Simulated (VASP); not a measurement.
Runs of VASP 6.6.1 on Si2Mo. The structure is that of space group I4/mmm (No. 139), or close to it. The cells are those of the table. 

```csv
task,level,cell,k mesh,cutoff (eV),gap on the mesh (eV),pressure (GPa),largest force (eV/Å)
single point,r2SCAN,"a = 4.508 Å, angles 138.5, 138.5, 60.1°, 3 atoms",14 × 14 × 14,550,none,(a),0.02
single point,r2SCAN,"a = 4.490 Å, angles 138.5, 138.5, 60.1°, 3 atoms",14 × 14 × 14,550,none,5.0,0.02
relaxation of cell and atoms,PBE,"relaxed from a = 4.550 Å, angles 138.7, 138.7, 59.9°, 3 atoms",8 × 8 × 8,500,none,0.0,0.01
single point,PBE,"a = 4.546 Å, angles 138.5, 138.5, 60.1°, 3 atoms",8 × 8 × 8,500,none,0.2,-
single point,r2SCAN,"a = 4.463 Å, angles 138.6, 138.6, 60.0°, 3 atoms",14 × 14 × 14,550,none,10.2,0.02
```

Alike in all rows: potentials or basis VASP PAW PBE potentials, release 64 (Si, Mo_sv); no spin polarisation; smearing gaussian 0.05 eV.

Problem. Fill in the values left out.

Solution. (a) 1.9.

Caveats: the PAW data sets were made with another functional, which shifts forces and pressure a little (some runs).

A k mesh can miss the band edges, and the runs leave out spin-orbit coupling on Mo.

A gap of «none» marks levels without a gap at the run's occupations.
